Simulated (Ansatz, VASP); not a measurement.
One calculation of Pt, two programs

```xyz
1
Lattice="0.0000 1.9084 2.0616 1.9084 0.0000 2.0616 1.9084 1.9084 0.0000" Properties=species:S:1:pos:R:3 pbc="T T T"
Pt    0.0000    0.0000    0.0000
```

Alike in both runs: task single point; functional PBE; k mesh 22 × 22 × 22; occupations gaussian, width 0.15 eV; no spin polarisation.

|  | VASP | Ansatz |
| --- | --- | --- |
| version | VASP 6.6.1 | Ansatz 0.2.0 |
| potentials or method | VASP PAW PBE potentials, release 64 (Pt), cutoff 520 eV | scalar-relativistic, plane waves, PAW |
| valence electrons in the cell | 10 | 18 |

Ansatz gave:

* gap on the k mesh at the Fermi level (eV): none
* pressure (GPa): 12.2
* traceless stress, the component that is largest in VASP (GPa): -6.95

Problem. What did VASP give for the same quantities?

Solution. gap on the k mesh at the Fermi level (eV): none; pressure (GPa): 11.7; traceless stress, the component that is largest in VASP (GPa): -6.89.

A gap of «none» marks a metal or a gap that the smearing closes. With one functional, cell and mesh, what is left measures potentials, basis and numerics. VASP's potentials hold 10 valence electrons a cell and Ansatz's 18, so a difference there can come from the potentials and not from the codes.

Neither program's run includes spin-orbit coupling.
